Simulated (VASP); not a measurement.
# Cu (I4/mmm) in VASP: further runs

Cu is run at these levels: LDA; tasks: single point.

Everything below comes from runs of VASP 6.6.1. Logs are shortened: lines on timing, memory, paths and dates and some standing lists are left out, and cuts for length are marked.

## (1) The cell of the first run

The structure is tetragonal, space group I4/mmm (No. 139). Conventional cell: a = 2.998 Å, b = 2.998 Å, c = 2.816 Å, α = 90.00°, β = 90.00°, γ = 90.00°. Within 3.4 Å of Cu (site symmetry 4/mmm) lie 14 Cu at 2.54 to 3.00 Å.

## (2) Single point, LDA

Contents of INCAR:

```
SYSTEM = Cu
PREC     = Accurate       ! precision mode
ENCUT    = 520            ! plane-wave cutoff, eV
EDIFF    = 1E-6           ! SCF threshold, eV
ISMEAR   = 0              ! smearing method
SIGMA    = 0.15           ! smearing width, eV
LREAL    = .FALSE.        ! projectors in reciprocal space
LASPH    = .TRUE.         ! aspherical terms in the spheres
NELM     = 60             ! most SCF steps
ALGO     = Normal         ! electronic algorithm
ISIF     = 2              ! what is computed and relaxed
LWAVE    = .FALSE.        ! write WAVECAR
LCHARG   = .FALSE.        ! write CHGCAR
NBANDS   = 12             ! bands
```

Contents of KPOINTS:

```
regular mesh
0
G
  22 22 22
  0 0 0
```

Contents of POSCAR:

```
Cu
1.0
   -1.4987500000      1.4987500000      1.4081500000
    1.4987500000     -1.4987500000      1.4081500000
    1.4987500000      1.4987500000     -1.4081500000
Cu
1
Direct
    0.0000000000      0.0000000000      0.0000000000
```

Potentials or basis: VASP PAW LDA potentials, release 64 (Cu).

The run is started by

```sh
cat potpaw_LDA.64/Cu/POTCAR > POTCAR
mpirun -np 1 vasp_std > vasp.out
```

OUTCAR:

```text
SYSTEM = Cu
   PREC = Accurate
   ENCUT = 520
   EDIFF = 1E-6
   ISMEAR = 0
   LREAL = .FALSE.
   LASPH = .TRUE.
   NELM = 60
   ISIF = 2

 ion  position               nearest neighbor table
   1  0.000  0.000  0.000-

  LATTYP: Found a body centered tetragonal cell.
 ALAT       =     2.9975000000
 C/A-ratio  =     0.9395496247

  Lattice vectors:

 A1 = (  -1.4987500000,   1.4987500000,   1.4081500000)
 A2 = (   1.4987500000,  -1.4987500000,   1.4081500000)
 A3 = (   1.4987500000,   1.4987500000,  -1.4081500000)

Analysis of symmetry for initial positions (statically):
=====================================================================
 Subroutine PRICEL returns:
 Original cell was already a primitive cell.

 Routine SETGRP: Setting up the symmetry group for a
 body centered tetragonal supercell.

 Subroutine GETGRP returns: Found 16 space group operations
 (whereof 16 operations were pure point group operations)
 out of a pool of 16 trial point group operations.

The static configuration has the point symmetry D_4h.

Analysis of symmetry for dynamics (positions and initial velocities):
=====================================================================
 Subroutine PRICEL returns:
 Original cell was already a primitive cell.

 Routine SETGRP: Setting up the symmetry group for a
 body centered tetragonal supercell.

 Subroutine GETGRP returns: Found 16 space group operations
 (whereof 16 operations were pure point group operations)
 out of a pool of 16 trial point group operations.

The dynamic configuration has the point symmetry D_4h.

 Subroutine INISYM returns: Found 16 space group operations
 (whereof 16 operations are pure point group operations),
 and found     1 'primitive' translations

----------------------------------------------------------------------------------------

                                     Primitive cell

  volume of cell :      12.6522

  direct lattice vectors                    reciprocal lattice vectors
    -1.498750000  1.498750000  1.408150000     0.000000000  0.333611343  0.355075809
     1.498750000 -1.498750000  1.408150000     0.333611343  0.000000000  0.355075809
     1.498750000  1.498750000 -1.408150000     0.333611343  0.333611343  0.000000000

  length of vectors
     2.544678673  2.544678673  2.544678673     0.487211820  0.487211820  0.471797686

  position of ions in fractional coordinates (direct lattice)
     0.000000000  0.000000000  0.000000000

  ion indices of the primitive-cell ions
   primitive index   ion index
                 1           1

----------------------------------------------------------------------------------------

 KPOINTS: regular mesh

Automatic generation of k-mesh.
 Grid dimensions read from file:
 generate k-points for:   22   22   22

 Generating k-lattice:

  Cartesian coordinates                     Fractional coordinates (reciprocal lattice)
     0.000000000  0.015164152  0.016139809     0.045454545  0.000000000  0.000000000
     0.015164152  0.000000000  0.016139809     0.000000000  0.045454545  0.000000000
     0.015164152  0.015164152  0.000000000     0.000000000  0.000000000  0.045454545

  Length of vectors
     0.022145992  0.022145992  0.021445349

  Shift w.r.t. Gamma in fractional coordinates (k-lattice)
     0.000000000  0.000000000  0.000000000

 Subroutine IBZKPT returns following result:
 ===========================================

 Found    834 irreducible k-points:

 Following reciprocal coordinates:
            Coordinates               Weight
  0.000000  0.000000  0.000000      1.000000
  0.045455  0.000000 -0.000000      8.000000
  0.090909  0.000000 -0.000000      8.000000
  0.136364 -0.000000  0.000000      8.000000
  0.181818 -0.000000  0.000000      8.000000
  0.227273  0.000000  0.000000      8.000000
[... 16 lines left out ...]
  0.500000  0.045455  0.000000     16.000000
 -0.454545  0.045455  0.000000     16.000000
 [... further k-points ...]
   k-points           NKPTS =    834   k-points in BZ     NKDIM =    834   number of bands    NBANDS=     12
   number of dos      NEDOS =    301   number of ions     NIONS =      1
   total plane-waves  NPLWV =   8000
   dimension x,y,z NGX =    20 NGY =   20 NGZ =   20
   dimension x,y,z NGXF=    40 NGYF=   40 NGZF=   40
   ions per type =               1
   NGX,Y,Z   is equivalent  to a cutoff of  13.07, 13.07, 13.07 a.u.
   NGXF,Y,Z  is equivalent  to a cutoff of  26.13, 26.13, 26.13 a.u.
 SYSTEM =  Cu
   PREC   = accura    normal or accurate (medium, high low for compatibility)
   ISTART =      0    job   : 0-new  1-cont  2-samecut
   ICHARG =      2    charge: 1-file 2-atom 10-const
   ISPIN  =      1    spin polarized calculation?
   LNONCOLLINEAR =      F non collinear calculations
   LSORBIT =      F    spin-orbit coupling
   LASPH  =      T    aspherical Exc in radial PAW
   ENCUT  =  520.0 eV  38.22 Ry    6.18 a.u.   4.73  4.73  4.73*2*pi/ulx,y,z
   NELM   =     60;   NELMIN=  2; NELMDL= -5     # of ELM steps
   EDIFF  = 0.1E-05   stopping-criterion for ELM
   LREAL  =      F    real-space projection
   EDIFFG = 0.1E-04   stopping-criterion for IOM
   NSW    =      0    number of steps for IOM
   IBRION =     -1    ionic relax: 0-MD 1-quasi-New 2-CG
   NFREE  =      0    steps in history (QN), initial steepest desc. (CG)
   ISIF   =      2    stress and relaxation
   ISYM   =      2    0-nonsym 1-usesym 2-fastsym
   POTIM  = 0.5000    time-step for ionic-motion
   TEBEG  =    0.0;   TEEND  =   0.0 temperature during run
   PSTRESS=    0.0 pullay stress
   NELECT =      11.0000    total number of electrons
   NUPDOWN=      -1.0000    fix difference up-down
   EMIN   =  10.00;   EMAX   =-10.00  energy-range for DOS
   EFERMI =   0.00;   METHOD = LEGACY
   ISMEAR =     0;   SIGMA  =   0.15  broadening in eV -4-tet -1-fermi 0-gaus
   EFERMI_NEDOS =   21; number of points for ismear=-14 and -15
   IALGO  =     38    algorithm
   IMIX   =      4    mixing-type and parameters
     AMIX     =   0.40;   BMIX     =  1.00
     AMIX_MAG =   1.60;   BMIX_MAG =  1.00
  volume/ion in A,a.u.               =      12.65        85.38
  Fermi-wavevector in a.u.,A,eV,Ry     =   1.562488  2.952674 33.216828  2.441368
  Thomas-Fermi vector in A             =   2.665399
   LORBIT       =      0    0 simple, 1 ext, 2 COOP (PROOUT), +10 PAW based schemes
   GGA     = CA    functional components
   LHFCALC =     F    Hartree Fock is set to
   AEXX    =    0.0000 exact exchange contribution
   IVDW    =     0    specifies the selected vdW correction
   LEPSILON=     F    determine dielectric tensor
   LRPA    =     F    only Hartree local field effects (RPA)
 non-spin polarized calculation
 Gauss-broadening in eV      SIGMA  =   0.15
  energy-cutoff  :      520.00
  volume of cell :       12.65
 maximum number of plane-waves:       354
   NGX =  9   NGY =  9   NGZ =  9

 number of electron      11.0000004 magnetization

 Free energy of the ion-electron system (eV)
  ---------------------------------------------------
  ext. energy  EPLUGINS =         0.00000000
  ---------------------------------------------------
  free energy    TOTEN  =        -4.56173370 eV

  energy without entropy =       -4.55718795  energy(sigma->0) =       -4.55946082

 E-fermi :   6.4985     XC(G=0): -12.7058

 val. band max:        6.4970571980   @ k =  -0.1364  -0.4091   0.1364
 cond. band min:       6.5016676421   @ k =   0.2727   0.1364   0.0909
 fundamental gap:      0.0046104442
 Fermi energy:         6.4984839281

 k-point     1 :       0.0000    0.0000    0.0000
  band No.  band energies     occupation
      1      -2.3262      2.00000
      2       3.4233      2.00000
      3       3.6505      2.00000
      4       3.6505      2.00000
      5       4.3611      2.00000
      6       4.6013      2.00000
      7      30.1966      0.00000
      8      30.1966      0.00000
      9      31.9404      0.00000
     10      33.1224      0.00000
     11      33.1224      0.00000
     12      33.8521      0.00000

 k-point     2 :       0.0455    0.0000   -0.0000
  band No.  band energies     occupation
      1      -2.2485      2.00000
      2       3.4307      2.00000
      3       3.6487      2.00000
      4       3.6567      2.00000
      5       4.3624      2.00000
      6       4.5903      2.00000
      7      29.7781      0.00000
      8      29.8893      0.00000
      9      31.0013      0.00000
     10      32.2229      0.00000
     11      32.4777      0.00000
     12      33.0903      0.00000

 k-point     3 :       0.0909    0.0000   -0.0000
  band No.  band energies     occupation
      1      -2.0170      2.00000
      2       3.4309      2.00000
      3       3.6408      2.00000
      4       3.6971      2.00000
      5       4.3667      2.00000
      6       4.5619      2.00000
      7      28.2421      0.00000
      8      29.1802      0.00000
      9      29.3674      0.00000
     10      30.9612      0.00000
     11      31.7607      0.00000
     12      32.9874      0.00000

 k-point     4 :       0.1364   -0.0000    0.0000
  band No.  band energies     occupation
      1      -1.6372      2.00000
      2       3.3923      2.00000
      3       3.6220      2.00000
      4       3.8030      2.00000
      5       4.3753      2.00000
      6       4.5288      2.00000
      7      25.8749      0.00000
      8      28.1793      0.00000
      9      28.2854      0.00000
     10      29.8131      0.00000
     11      31.0779      0.00000
     12      33.3295      0.00000

 k-point     5 :       0.1818   -0.0000    0.0000
  band No.  band energies     occupation
      1      -1.1201      2.00000
      2       3.3200      2.00000
      3       3.5913      2.00000
      4       3.9672      2.00000
      5       4.3895      2.00000
      6       4.5061      2.00000
      7      23.4313      0.00000
      8      27.0694      0.00000
      9      27.2684      0.00000
     10      28.9009      0.00000
     11      30.5132      0.00000
     12      33.8956      0.00000
[... 228 lines left out ...]
      1       1.8101      2.00000
      2       2.8798      2.00000
      3       4.3992      2.00000
      4       4.6399      2.00000
      5       4.9029      2.00000
      6       5.7261      2.00000
      7      11.9563      0.00000
      8      22.2135      0.00000
      9      22.9224      0.00000
     10      27.2223      0.00000
     11      29.6371      0.00000
     12      37.3735      0.00000

 k-point    22 :       0.4545    0.0455   -0.0000
  band No.  band energies     occupation
      1       1.8676      2.00000
      2       2.8541      2.00000
      3       4.4351      2.00000
      4       4.6538      2.00000
      5       5.0248      2.00000
      6       6.3856      1.71283
      7      10.8637      0.00000
      8      21.9466      0.00000
      9      22.7637      0.00000
     10      27.1493      0.00000
     11      29.6345      0.00000
     12      38.1197      0.00000

 k-point    23 :       0.5000    0.0455    0.0000
  band No.  band energies     occupation
      1       1.8659      2.00000
      2       2.8551      2.00000
      3       4.4550      2.00000
      4       4.6284      2.00000
      5       5.0232      2.00000
      6       6.3593      1.81067
      7      10.9058      0.00000
      8      21.8840      0.00000
      9      22.7978      0.00000
     10      27.1617      0.00000
     11      29.6747      0.00000
     12      38.7111      0.00000

 k-point    24 :      -0.4545    0.0455    0.0000
  band No.  band energies     occupation
      1       1.8033      2.00000
      2       2.8824      2.00000
      3       4.4661      2.00000
      4       4.5515      2.00000
      5       4.8951      2.00000
      6       5.6902      2.00000
      7      12.0495      0.00000
      8      22.0212      0.00000
      9      23.0281      0.00000
     10      27.2582      0.00000
     11      29.7602      0.00000
     12      39.0480      0.00000

 [... further k-points ...]
[... 5 lines left out ...]
  --------------------------------------------------------------------------------------
  -------------------------------------------------------------------------------------
  Total       -1.4117717     -1.4117717     -1.4519869      0.0000000      0.0000000      0.0000000
  in kB     -178.7753970   -178.7753970   -183.8679278      0.0000000      0.0000000      0.0000000
  external PRESSURE =    -180.4729073 kB  Pullay stress =       0.0000000 kB

 VOLUME and BASIS-vectors are now :
 -----------------------------------------------------------------------------
  energy-cutoff  :      520.00
  volume of cell :       12.65
      direct lattice vectors                 reciprocal lattice vectors
    -1.498750000  1.498750000  1.408150000     0.000000000  0.333611343  0.355075809
     1.498750000 -1.498750000  1.408150000     0.333611343  0.000000000  0.355075809
     1.498750000  1.498750000 -1.408150000     0.333611343  0.333611343  0.000000000

 POSITION                                       TOTAL-FORCE (eV/Angst)
 -----------------------------------------------------------------------------------
      0.00000      0.00000      0.00000         0.000000     -0.000000      0.000000
 -----------------------------------------------------------------------------------
    total drift:                                0.000000     -0.000000      0.000000

  FREE ENERGIE OF THE ION-ELECTRON SYSTEM (eV)
  ---------------------------------------------------
  free  energy   TOTEN  =        -4.5617336971 eV

  energy  without entropy=       -4.5571879512  energy(sigma->0) =       -4.55946082
```

It took 4.2 min on 1 thread of Intel Xeon 8259CL, shared host; peak memory 0.23 GiB.

Results:

| Item | Value |
| --- | --- |
| Free energy | -4.5617 eV |
| Pressure | -18.0 GPa |
| Band gap on the k mesh | zero (an odd number of electrons rules out a gap without spin polarisation) |

Levels at points of the mesh, in eV from the Fermi level:
| k point | band 2 | band 3 | band 4 | band 5 | band 6 | band 7 | band 8 | band 9 | band 10 | band 11 |
| --- | --- | --- | --- | --- | --- | --- | --- | --- | --- | --- |
| (0.00, 0.00, 0.00) | -3.08 | -2.85 | -2.85 | -2.14 | -1.90 | 23.70 | 23.70 | 25.44 | 26.62 | 26.62 |
| (0.50, 0.00, 0.00) | -3.65 | -2.04 | -1.81 | -1.35 | -0.23 | 4.20 | 16.04 | 16.43 | 20.13 | 22.67 |
| (0.50, 0.50, 0.00) | -3.38 | -2.21 | -1.97 | -1.38 | -0.67 | 3.54 | 17.76 | 18.07 | 21.59 | 24.08 |
| (0.50, 0.50, 0.50) | -4.25 | -1.52 | -1.52 | -1.47 | 7.12 | 7.12 | 9.39 | 12.64 | 12.97 | 15.42 |

Caveat: the cell stands under tension.

(Continued in part 2 of 2.)

The gap in the log of VASP goes by the Fermi energy; the results here count the filled bands.